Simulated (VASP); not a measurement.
Ir: single point with PBE

Ir:

```
Ir
1.0
     0.00000    1.90220    1.90220
     1.90220    0.00000    1.90220
     1.90220    1.90220    0.00000
Ir
1
Direct
  0.00000 0.00000 0.00000
```

```yaml
Program: VASP 6.6.1
Task: single point
Functional: PBE
Potentials_or_basis: VASP PAW PBE potentials, release 64 (Ir)
Cutoff: 500 eV
k_mesh: 2 × 2 × 2
Occupations: fermi-dirac, width 0.5 eV
Spin: no spin polarisation
Dipole_correction: no
Further_INCAR_settings: ALGO = Normal; EDIFF = 1e-06; NBANDS = 10
```

- Pressure: 105.5 GPa

Levels at points of the mesh, in eV from the Fermi level:
| k point | band 4 | band 5 | band 6 | band 7 | band 8 | band 9 |
| --- | --- | --- | --- | --- | --- | --- |
| (0.00, 0.00, 0.00) | -5.13 | -2.24 | -2.24 | 12.95 | 18.89 | 18.89 |
| (0.50, 0.00, 0.00) | -1.96 | -0.05 | -0.05 | 6.50 | 12.60 | 18.84 |
| (0.50, 0.50, 0.00) | 0.51 | 0.54 | 0.54 | 9.85 | 10.70 | 10.70 |

Wall time 3.7 s on 1 thread of Intel Xeon 8259CL, with other jobs on the host, peak memory 0.12 GiB.

Caveat: the k points lie up to 1.43 Å⁻¹ apart; spin-orbit coupling is left out, which moves the levels of the heavy elements.
